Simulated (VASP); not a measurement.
## TiAl: relaxation of cell and atoms with RPBE+D3(BJ)

The system is TiAl.

```
Ti Al
1.0
     3.17906    0.00000    0.00000
     0.00000    3.17906    0.00000
     0.00000    0.00000    3.17906
Ti Al
1 1
Direct
  0.00000 0.00000 0.00000
  0.50000 0.50000 0.50000
```

```
Program                : VASP 6.6.1
Task                   : relaxation of cell and atoms
Functional             : RPBE
Dispersion             : D3(BJ)
Potentials or basis    : VASP PAW PBE potentials, release 64 (Ti_sv, Al)
Cutoff                 : 600 eV
k mesh                 : 8 × 8 × 8
Occupations            : fermi-dirac, width 0.05 eV
Spin                   : no spin polarisation
Dipole correction      : no
Further INCAR settings : ALGO = Normal; EDIFF = 1e-07; IBRION = 2; EDIFFG = -0.01; NSW = 60; ISIF = 3
```

```json
{
 "Relaxed volume": "12.87 Å³/atom",
 "Relaxed cell": "a = 2.953 Å, b = 2.953 Å, c = 2.953 Å, α = 90.00°, β = 90.00°, γ = 90.00°",
 "Space group after relaxing (to 0.05 Å)": "Pm-3m (No. 221)",
 "Energy gained by relaxing": "328.9 meV/atom",
 "Ionic steps": "7",
 "Pressure after relaxing": "0.0 GPa",
 "Dispersion energy per atom": "-3.468 eV"
}
```

Step by step:
```tsv
step	energy change (eV)	largest force (eV/Å)	pressure (GPa)	volume (Å³)
1	0.0000	0.0000	-27.84	32.13
2	0.0887	0.0000	56.65	20.82
3	-0.6566	0.0000	-1.55	25.97
4	-0.6577	0.0000	-0.26	25.78
5	-0.6576	0.0000	0.59	25.67
6	-0.6576	0.0000	-0.57	25.83
7	-0.6577	0.0000	0.02	25.75
```

Final structure:
```cif
data_structure
_symmetry_space_group_name_H-M 'P 1'
_symmetry_Int_Tables_number 1
_cell_length_a 2.9528
_cell_length_b 2.9528
_cell_length_c 2.9528
_cell_angle_alpha 90.000
_cell_angle_beta 90.000
_cell_angle_gamma 90.000
_cell_volume 25.75
loop_
_atom_site_label
_atom_site_type_symbol
_atom_site_fract_x
_atom_site_fract_y
_atom_site_fract_z
_atom_site_occupancy
Ti1 Ti 0.00000 0.00000 0.00000 1
Al1 Al 0.50000 0.50000 0.50000 1
```

Levels at points of the mesh, in eV from the Fermi level:
```csv
k point,band 3,band 4,band 5,band 6,band 7,band 8,band 9,band 10,band 11
"(0.00, 0.00, 0.00)",-32.68,-32.68,-10.26,-2.07,-2.07,2.37,2.37,2.37,5.67
"(0.50, 0.00, 0.00)",-32.64,-32.64,-6.25,-5.85,-0.84,0.22,0.22,2.66,4.04
"(0.50, 0.50, 0.00)",-32.99,-32.61,-5.68,-2.08,-2.08,-1.78,0.83,0.83,3.64
"(0.50, 0.50, 0.50)",-32.94,-32.94,-3.84,-3.84,-3.84,2.16,3.66,3.66,3.66
```

It took 2.1 min on 1 thread of AMD EPYC 7R43 64-Core Processor (Zen 3), with other jobs on the host, peak memory 0.15 GiB.

Caveat: the volume moved by over 15 % at a fixed basis, so the end points are rough; the PAW data sets were made with another functional, which shifts forces and pressure a little; pairwise dispersion overbinds metals, which lowers pressure and volume.
